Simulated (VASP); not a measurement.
# Rh: single point with PBE+D3(BJ)

Rh:

```xyz
2
Lattice="2.7933 0.0000 0.0000 -1.3966 2.4190 0.0000 0.0000 0.0000 4.5295" Properties=species:S:1:pos:R:3 pbc="T T T"
Rh    1.3966    0.8063    3.3971
Rh    0.0000    1.6127    1.1324
```

| Property | Result |
| --- | --- |
| Program | VASP 6.6.1 |
| Task | single point |
| Functional | PBE |
| Dispersion | D3(BJ) |
| Potentials or basis | VASP PAW PBE potentials, release 64 (Rh_pv) |
| Cutoff | 500 eV |
| k mesh | 3 × 2 × 4 |
| Occupations | gaussian, width 0.272114 eV |
| Spin | no spin polarisation |

The pressure is -15.1 GPa and the largest force is 0.625 eV/Å. The band gap on the k mesh is zero (band 15 reaches 10.69 eV, above the bottom of band 16 at 9.26 eV). The dispersion energy per atom is -0.579 eV.

Forces in eV/Å, atoms in the order of the input:
```
Rh   0.409  0.473  0.000
Rh  -0.409 -0.473  0.000
```

Stress tensor (GPa, compression positive):
```
  0.02   3.91   0.00
  3.91 -24.69   0.00
  0.00   0.00 -20.75
```

Levels at points of the mesh, in eV from the Fermi level:
```csv
k point,band 12,band 13,band 14,band 15,band 16,band 17,band 18,band 19
"(0.00, 0.00, 0.00)",-2.15,-2.09,-1.66,-1.43,0.06,0.29,0.86,7.62
"(0.00, 0.50, 0.00)",-1.84,-1.79,0.31,0.55,0.63,2.67,4.56,9.52
"(0.00, 0.00, 0.50)",-2.64,-2.58,-2.58,-0.42,-0.42,-0.24,-0.24,14.22
"(0.00, 0.50, 0.50)",-1.29,-0.23,-0.23,0.47,0.47,2.49,2.49,8.35
```

Wall time 14 s on 1 thread of Intel Xeon 8259CL, on a shared host, peak memory 0.14 GiB.

Caveat: the k points lie up to 1.30 Å⁻¹ apart; pairwise dispersion overbinds metals, which lowers pressure and volume.
